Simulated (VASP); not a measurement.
A run of VASP 6.6.1:

INCAR

```
SYSTEM = SiAu
PREC = Accurate
ENCUT = 400
EDIFF = 1E-6
ISMEAR = -1
SIGMA = 0.1362
LREAL = Auto
LASPH = .True.
NELM = 120
ALGO = Normal
ISIF = 2
LWAVE = .False.
LCHARG = .False.
GGA = PE
ISYM = -1
NBANDS = 108
GGA_COMPAT = .False.
```

The input KPOINTS:

```
explicit points
1
Reciprocal
  0.25000000   0.25000000   0.25000000 1
```

The input POSCAR:

```
SiAu
1.0
    7.2996120000      0.0436550000     -0.1792410000
    0.0436550000      7.3311740000      0.2938770000
   -0.1792410000      0.2938770000      7.6787310000
Si Au
12 12
Direct
    0.6583525110      0.2726810883      0.0921205681
    0.4603872033      0.4585546279      0.3009253227
    0.2052805049      0.9431876121      0.2484916501
    0.8409324069      0.3279179025      0.3404720176
    0.5923268100      0.8267936070      0.8970970105
    0.6967966693      0.0533667491      0.6491709726
    0.8492691185      0.9229282934      0.0504096898
    0.2582661454      0.4922332146      0.0647959750
    0.9196907601     -0.0335048339      0.4026537186
    0.6920540411      0.7673717542      0.4858240964
    0.7753414141      0.5288835372      0.9479075726
    0.9914621332      0.7275663336      0.6637141805
    0.3563395001      0.7579960907      0.5172053860
    0.9167602513      0.2989437794      0.7679912636
    0.1654359445      0.4724751900      0.5761188031
    0.9065171669      0.6535167572      0.2643416600
    0.0483284602      0.2453855118      0.1336318831
    0.4496673520      0.5208333814      0.8336774493
    0.6264086108      0.4133859398      0.5686320417
    0.3919734905      0.1529463716      0.0054578419
    0.5166904353      0.7921727693      0.2011537783
    0.1548955678      0.7784954206      0.9683597117
    0.1454229565      0.0274899037      0.6933080617
    0.4120474289      0.1618494585      0.4133311819
```

Potentials or basis: VASP PAW PBE potentials, release 64 (Si, Au).

Command:

```bash
$ cat potpaw_PBE.64/Si/POTCAR potpaw_PBE.64/Au/POTCAR > POTCAR
$ mpirun -np 1 vasp_std > vasp.out
```

Hardware: 1 thread of Intel(R) Xeon(R) 6975P-C (Granite Rapids), on a shared host.

Q: How long does it take, and how much memory?

A: It took 32 s on 1 thread of Intel(R) Xeon(R) 6975P-C (Granite Rapids), with other jobs on the host, peak memory 0.32 GiB. Counts: scf iterations 15, k points 1.
